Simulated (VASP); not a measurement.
# Tl (P6/mmm) in VASP: a series of runs

Runs on Tl. Level: PBE. Tasks: relaxation of shape and atoms at fixed volume.

Everything below comes from runs of VASP 6.6.1. Logs are shortened: lines on timing, memory, paths and dates and some standing lists are left out, and cuts for length are marked.

### Step 1. The cell of the first run

Symmetry: P6/mmm, No. 191, hexagonal system. Conventional cell: a = 4.148 Å, b = 4.148 Å, c = 2.553 Å, α = 90.00°, β = 90.00°, γ = 120.00°. Tl (site symmetry 6/mmm) has 14 Tl at 2.55 to 2.71 Å within 3.4 Å. Tl (site symmetry -6m2) has 11 Tl at 2.39 to 2.71 Å within 3.2 Å.

This isn't the form of Tl at room conditions, which is hcp.

### Step 2. Relaxation of shape and atoms at fixed volume, PBE

Contents of INCAR:

```
SYSTEM = Tl
ALGO = Normal ; EDIFF = 1E-6
EDIFFG = -0.005 ; ENCUT = 600
GGA = PE ; IBRION = 2
ISIF = 4 ; ISMEAR = -1
LASPH = .True. ; LCHARG = .False.
LREAL = .False. ; LWAVE = .False.
NELM = 80 ; NSW = 50
PREC = Accurate ; SIGMA = 0.1
```

Contents of KPOINTS:

```
k-points
0
Gamma
  7 7 10
  0 0 0
```

Contents of POSCAR:

```
Tl
1.0
    4.1479546950      0.0000000000      0.0000000000
   -2.0739773475      3.5922341396      0.0000000000
    0.0000000000      0.0000000000      2.5531174029
Tl
3
Direct
    0.0000000000      0.0000000000      0.0000000000
    0.3333333333      0.6666666667      0.5000000000
    0.6666666667      0.3333333333      0.5000000000
```

Potentials or basis: VASP PAW PBE potentials, release 64 (Tl_d).

On the command line:

```
cat potpaw_PBE.64/Tl_d/POTCAR > POTCAR
mpirun -np 1 vasp_std > vasp.out
```

OUTCAR:

```text
SYSTEM = Tl
   EDIFF = 1E-6
   EDIFFG = -0.005
   ENCUT = 600
   GGA = PE
   IBRION = 2
   ISIF = 4
   ISMEAR = -1
   LASPH = .True.
   LREAL = .False.
   NELM = 80
   NSW = 50
   PREC = Accurate

 ion  position               nearest neighbor table
   1  0.000  0.000  0.000-   2 2.71   3 2.71   2 2.71   3 2.71   2 2.71   2 2.71   3 2.71   3 2.71
                             3 2.71   3 2.71   2 2.71   2 2.71
   2  0.333  0.667  0.500-   3 2.39   3 2.39   3 2.39   1 2.71   1 2.71   1 2.71   1 2.71   1 2.71
                             1 2.71   3 3.50   3 3.50   3 3.50   3 3.50   3 3.50   3 3.50
   3  0.667  0.333  0.500-   2 2.39   2 2.39   2 2.39   1 2.71   1 2.71   1 2.71   1 2.71   1 2.71
                             1 2.71   2 3.50   2 3.50   2 3.50   2 3.50   2 3.50   2 3.50

  LATTYP: Found a hexagonal cell.
 ALAT       =     4.1479546950
 C/A-ratio  =     0.6155123647

  Lattice vectors:

 A1 = (   4.1479546950,   0.0000000000,   0.0000000000)
 A2 = (  -2.0739773475,   3.5922341396,   0.0000000000)
 A3 = (   0.0000000000,   0.0000000000,   2.5531174029)

Analysis of symmetry for initial positions (statically):
=====================================================================
 Subroutine PRICEL returns:
 Original cell was already a primitive cell.

 Routine SETGRP: Setting up the symmetry group for a
 hexagonal supercell.

 Subroutine GETGRP returns: Found 24 space group operations
 (whereof 24 operations were pure point group operations)
 out of a pool of 24 trial point group operations.

The static configuration has the point symmetry D_6h.

Analysis of symmetry for dynamics (positions and initial velocities):
=====================================================================
 Subroutine PRICEL returns:
 Original cell was already a primitive cell.

 Routine SETGRP: Setting up the symmetry group for a
 hexagonal supercell.

 Subroutine GETGRP returns: Found 24 space group operations
 (whereof 24 operations were pure point group operations)
 out of a pool of 24 trial point group operations.

The dynamic configuration has the point symmetry D_6h.

 Subroutine INISYM returns: Found 24 space group operations
 (whereof 24 operations are pure point group operations),
 and found     1 'primitive' translations

----------------------------------------------------------------------------------------

                                     Primitive cell

  volume of cell :      38.0425

  direct lattice vectors                    reciprocal lattice vectors
     4.147954695  0.000000000  0.000000000     0.241082672  0.139189145  0.000000000
    -2.073977348  3.592234140  0.000000000     0.000000000  0.278378291  0.000000000
     0.000000000  0.000000000  2.553117403     0.000000000  0.000000000  0.391678032

  length of vectors
     4.147954695  4.147954695  2.553117403     0.278378291  0.278378291  0.391678032

  position of ions in fractional coordinates (direct lattice)
     0.000000000  0.000000000  0.000000000
     0.333333333  0.666666667  0.500000000
     0.666666667  0.333333333  0.500000000

  ion indices of the primitive-cell ions
   primitive index   ion index
                 1           1
                 2           2
                 3           3

----------------------------------------------------------------------------------------

 KPOINTS: k-points

Automatic generation of k-mesh.
 Grid dimensions read from file:
 generate k-points for:    7    7   10

 Generating k-lattice:

  Cartesian coordinates                     Fractional coordinates (reciprocal lattice)
     0.034440382  0.019884164  0.000000000     0.142857143 -0.000000000  0.000000000
     0.000000000  0.039768327  0.000000000     0.000000000  0.142857143  0.000000000
     0.000000000  0.000000000  0.039167803     0.000000000  0.000000000  0.100000000

  Length of vectors
     0.039768327  0.039768327  0.039167803

  Shift w.r.t. Gamma in fractional coordinates (k-lattice)
     0.000000000  0.000000000  0.000000000

 Subroutine IBZKPT returns following result:
 ===========================================

 Found     48 irreducible k-points:

 Following reciprocal coordinates:
            Coordinates               Weight
  0.000000  0.000000  0.000000      1.000000
  0.142857 -0.000000  0.000000      6.000000
  0.285714  0.000000  0.000000      6.000000
  0.428571  0.000000  0.000000      6.000000
  0.142857  0.142857  0.000000      6.000000
  0.285714  0.142857  0.000000     12.000000
[... 16 lines left out ...]
  0.428571  0.142857  0.200000     12.000000
  0.285714  0.285714  0.200000     12.000000
 [... further k-points ...]
   k-points           NKPTS =     48   k-points in BZ     NKDIM =     48   number of bands    NBANDS=     23
   number of dos      NEDOS =    301   number of ions     NIONS =      3
   total plane-waves  NPLWV =  25920
   dimension x,y,z NGX =    36 NGY =   36 NGZ =   20
   dimension x,y,z NGXF=    72 NGYF=   72 NGZF=   40
   ions per type =               3
   NGX,Y,Z   is equivalent  to a cutoff of  14.43, 14.43, 13.02 a.u.
   NGXF,Y,Z  is equivalent  to a cutoff of  28.86, 28.86, 26.05 a.u.
 SYSTEM =  Tl
   PREC   = accura    normal or accurate (medium, high low for compatibility)
   ISTART =      0    job   : 0-new  1-cont  2-samecut
   ICHARG =      2    charge: 1-file 2-atom 10-const
   ISPIN  =      1    spin polarized calculation?
   LNONCOLLINEAR =      F non collinear calculations
   LSORBIT =      F    spin-orbit coupling
   LASPH  =      T    aspherical Exc in radial PAW
   ENCUT  =  600.0 eV  44.10 Ry    6.64 a.u.   8.28  8.28  5.10*2*pi/ulx,y,z
   NELM   =     80;   NELMIN=  2; NELMDL= -5     # of ELM steps
   EDIFF  = 0.1E-05   stopping-criterion for ELM
   LREAL  =      F    real-space projection
   EDIFFG = -.5E-02   stopping-criterion for IOM
   NSW    =     50    number of steps for IOM
   IBRION =      2    ionic relax: 0-MD 1-quasi-New 2-CG
   NFREE  =      1    steps in history (QN), initial steepest desc. (CG)
   ISIF   =      4    stress and relaxation
   ISYM   =      2    0-nonsym 1-usesym 2-fastsym
   POTIM  = 0.5000    time-step for ionic-motion
   TEBEG  =    0.0;   TEEND  =   0.0 temperature during run
   PSTRESS=    0.0 pullay stress
   NELECT =      39.0000    total number of electrons
   NUPDOWN=      -1.0000    fix difference up-down
   EMIN   =  10.00;   EMAX   =-10.00  energy-range for DOS
   EFERMI =   0.00;   METHOD = LEGACY
   ISMEAR =    -1;   SIGMA  =   0.10  broadening in eV -4-tet -1-fermi 0-gaus
   EFERMI_NEDOS =   21; number of points for ismear=-14 and -15
   IALGO  =     38    algorithm
   IMIX   =      4    mixing-type and parameters
     AMIX     =   0.40;   BMIX     =  1.00
     AMIX_MAG =   1.60;   BMIX_MAG =  1.00
  volume/ion in A,a.u.               =      12.68        85.57
  Fermi-wavevector in a.u.,A,eV,Ry     =   1.650719  3.119407 37.074164  2.724874
  Thomas-Fermi vector in A             =   2.739621
   LORBIT       =      0    0 simple, 1 ext, 2 COOP (PROOUT), +10 PAW based schemes
   GGA     = PE    functional components
   LHFCALC =     F    Hartree Fock is set to
   AEXX    =    0.0000 exact exchange contribution
   IVDW    =     0    specifies the selected vdW correction
   LEPSILON=     F    determine dielectric tensor
   LRPA    =     F    only Hartree local field effects (RPA)
 conjugate gradient relaxation of ions
 non-spin polarized calculation
  energy-cutoff  :      600.00
  volume of cell :       38.04
 maximum number of plane-waves:      1289
 NGX is ok and might be reduce to    36
   NGX = 17   NGY = 17   NGZ = 11

--------------------------------------- Ionic step        1  -------------------------------------------

 number of electron      39.0000004 magnetization

 Free energy of the ion-electron system (eV)
  ---------------------------------------------------
  ext. energy  EPLUGINS =         0.00000000
  ---------------------------------------------------
  free energy    TOTEN  =        13.33274118 eV

  energy without entropy =       13.34918771  energy(sigma->0) =       13.34096444

------------------------ aborting loop because EDIFF is reached ----------------------------------------

  FORCE on cell =-STRESS in cart. coord.  units (eV):
  Direction    XX          YY          ZZ          XY          YZ          ZX
  --------------------------------------------------------------------------------------
  -------------------------------------------------------------------------------------
  Total       71.9087447     71.9087447     65.2240531      0.0000000     -0.0000000      0.0000000
  in kB     3028.4671236   3028.4671236   2746.9385197      0.0000000     -0.0000000      0.0000000
  external PRESSURE =    2934.6242556 kB  Pullay stress =       0.0000000 kB
[... 96 lines left out ...]
  energy  without entropy=       13.2845361415  energy(sigma->0) =       13.27774817

--------------------------------------- Ionic step        4  -------------------------------------------

 number of electron      39.0000004 magnetization

 Free energy of the ion-electron system (eV)
  ---------------------------------------------------
  ext. energy  EPLUGINS =         0.00000000
  ---------------------------------------------------
  free energy    TOTEN  =        13.27024026 eV

  energy without entropy =       13.28350534  energy(sigma->0) =       13.27687280

 E-fermi :  21.4450     XC(G=0): -14.9181

 val. band max:       21.2341506554   @ k =   0.0000   0.0000   0.3000
 cond. band min:      21.4561371758   @ k =   0.0000   0.0000   0.5000
 fundamental gap:      0.2219865204
 Fermi energy:        21.4449855846

 k-point     1 :       0.0000    0.0000    0.0000
  band No.  band energies     occupation
      1       1.2844      2.00000
      2       2.7178      2.00000
      3       4.3642      2.00000
      4       4.6664      2.00000
      5       5.0021      2.00000
      6       5.0021      2.00000
[... 613 lines left out ...]
     22      26.6490      0.00000
     23      28.0701      0.00000

 [... further k-points ...]

------------------------ aborting loop because EDIFF is reached ----------------------------------------

  FORCE on cell =-STRESS in cart. coord.  units (eV):
  Direction    XX          YY          ZZ          XY          YZ          ZX
  --------------------------------------------------------------------------------------
  -------------------------------------------------------------------------------------
  Total       69.4789165     69.4789165     69.4954874      0.0000000     -0.0000000      0.0000000
  in kB     2926.1338844   2926.1338844   2926.8317761      0.0000000     -0.0000000      0.0000000
  external PRESSURE =    2926.3665150 kB  Pullay stress =       0.0000000 kB
[... 18 lines left out ...]
  FREE ENERGIE OF THE ION-ELECTRON SYSTEM (eV)
  ---------------------------------------------------
  free  energy   TOTEN  =        13.2702402563 eV

  energy  without entropy=       13.2835053351  energy(sigma->0) =       13.27687280

 reached required accuracy - stopping structural energy minimisation
```

Run time: 50 s. Hardware: 1 thread of Intel Xeon 6975P-C (Granite Rapids), shared host; peak memory 0.19 GiB.

The run converged, but its numbers aren't listed here, since they failed a check.

Caveat: spin-orbit coupling is left out, which moves the levels of the heavy elements.

### Step 3. Relaxation of shape and atoms at fixed volume, PBE

This run uses another cell than the first one, of 15.85 Å³/atom.

Contents of INCAR:

```
PREC = Accurate ; ENCUT = 600
EDIFF = 1E-6 ; ISMEAR = -1
SIGMA = 0.1 ; LREAL = F
LASPH = T ; NELM = 80
ALGO = Normal ; ISIF = 4
LWAVE = F ; LCHARG = F
GGA = PE ; IBRION = 2
NSW = 50 ; EDIFFG = -0.005
```

Contents of KPOINTS:

```
Automatic mesh
0
Gamma
  7 7 10
```

Contents of POSCAR:

```
Tl
1.0
    4.4682487438      0.0000000000      0.0000000000
   -2.2341243719      3.8696169225      0.0000000000
    0.0000000000      0.0000000000      2.7502623503
Tl
3
Direct
    0.0000000000      0.0000000000      0.0000000000
    0.3333333333      0.6666666667      0.5000000000
    0.6666666667      0.3333333333      0.5000000000
```

Potentials or basis: VASP PAW PBE potentials, release 64 (Tl_d).

On the command line:

```
cat potpaw_PBE.64/Tl_d/POTCAR > POTCAR
mpirun -np 1 vasp_std > vasp.out
```

Wall time 63 s (1 thread of Intel Xeon 6975P-C (Granite Rapids), shared host); peak memory 0.2 GiB.

It converged, with:

| Quantity | Value |
| --- | --- |
| Free energy | 1.8780 eV |
| Energy gained by relaxing | 7.9 meV/atom |
| Ionic steps | 5 |
| Pressure after relaxing | 120.0 GPa |
| Band gap on the k mesh | zero (an odd number of electrons rules out a gap without spin polarisation) |

Step by step:
| step | energy change (eV) | largest force (eV/Å) | pressure (GPa) | volume (Å³) |
| --- | --- | --- | --- | --- |
| 1 | 0.0000 | 0.0000 | 120.44 | 47.55 |
| 2 | 0.0196 | 0.0000 | 120.17 | 47.55 |
| 3 | -0.0238 | 0.0000 | 120.02 | 47.55 |
| 4 | -0.0238 | 0.0000 | 120.02 | 47.55 |
| 5 | -0.0238 | 0.0000 | 120.02 | 47.55 |

Final structure:
```cif
data_structure
_symmetry_space_group_name_H-M 'P 1'
_symmetry_Int_Tables_number 1
_cell_length_a 4.5014
_cell_length_b 4.5014
_cell_length_c 2.7099
_cell_angle_alpha 90.000
_cell_angle_beta 90.000
_cell_angle_gamma 120.000
_cell_volume 47.55
loop_
_atom_site_label
_atom_site_type_symbol
_atom_site_fract_x
_atom_site_fract_y
_atom_site_fract_z
_atom_site_occupancy
Tl1 Tl 0.00000 0.00000 0.00000 1
Tl2 Tl 0.33333 0.66667 0.50000 1
Tl3 Tl 0.66667 0.33333 0.50000 1
```

Levels at points of the mesh, in eV from the Fermi level:
```
           k point  band 16  band 17  band 18  band 19  band 20  band 21  band 22  band 23
(0.00, 0.00, 0.00)   -12.06    -4.23    -3.60    -1.65    -1.65    -1.64    -1.64     5.93
(0.00, 0.00, 0.50)    -8.14    -8.09     0.61     0.66     1.13     1.13     1.89     2.27
```

Caveat: spin-orbit coupling is left out, which moves the levels of the heavy elements.

### Step 4. Relaxation of shape and atoms at fixed volume, PBE

This run uses another cell than the first one, of 22.19 Å³/atom.

Contents of INCAR:

```
ALGO = Normal ; EDIFF = 1E-6
EDIFFG = -0.005 ; ENCUT = 600
GGA = PE ; IBRION = 2
ISIF = 4 ; ISMEAR = -1
LASPH = True ; LCHARG = False
LREAL = False ; LWAVE = False
NELM = 60 ; NSW = 50
PREC = Accurate ; SIGMA = 0.1
```

Contents of KPOINTS:

```
k-points
0
Gamma
  7 7 10
```

Contents of POSCAR:

```
Tl
1.0
    4.9985804601      0.0000000000      0.0000000000
   -2.4992902301      4.3288976613      0.0000000000
    0.0000000000      0.0000000000      3.0766880791
Tl
3
Direct
    0.0000000000      0.0000000000      0.0000000000
    0.3333333333      0.6666666667      0.5000000000
    0.6666666667      0.3333333333      0.5000000000
```

On the command line:

```
cat potpaw_PBE.64/Tl_d/POTCAR > POTCAR
mpirun -np 1 vasp_std > vasp.out
```

Run time: 50 s. Hardware: 1 thread of Intel Xeon 6975P-C (Granite Rapids), shared host; peak memory 0.24 GiB.

It converged, with:

| Item | Value |
| --- | --- |
| Free energy | -5.1768 eV |
| Energy gained by relaxing | 0.6 meV/atom |
| Ionic steps | 2 |
| Pressure after relaxing | 24.3 GPa |
| Band gap on the k mesh | zero (an odd number of electrons rules out a gap without spin polarisation) |

Step by step:
| step | energy change (eV) | largest force (eV/Å) | pressure (GPa) | volume (Å³) |
| --- | --- | --- | --- | --- |
| 1 | 0.0000 | 0.0000 | 24.34 | 66.57 |
| 2 | -0.0018 | 0.0000 | 24.27 | 66.57 |

Final structure:
```
Tl
1.0
     5.01463    0.00000    0.00000
    -2.50732    4.34280    0.00000
     0.00000    0.00000    3.05702
Tl
3
Direct
  0.00000 0.00000 0.00000
  0.33333 0.66667 0.50000
  0.66667 0.33333 0.50000
```

Levels at points of the mesh, in eV from the Fermi level:
| k point | band 17 | band 18 | band 19 | band 20 | band 21 | band 22 |
| --- | --- | --- | --- | --- | --- | --- |
| (0.00, 0.00, 0.00) | -4.30 | -3.85 | -0.96 | -0.96 | -0.87 | -0.87 |
| (0.00, 0.00, 0.50) | -6.50 | -0.25 | 0.72 | 0.77 | 1.28 | 1.41 |

Caveat: spin-orbit coupling is left out, which moves the levels of the heavy elements.

(Continued in part 2 of 2.)

The gap in the log of VASP goes by the Fermi energy; the results here count the filled bands.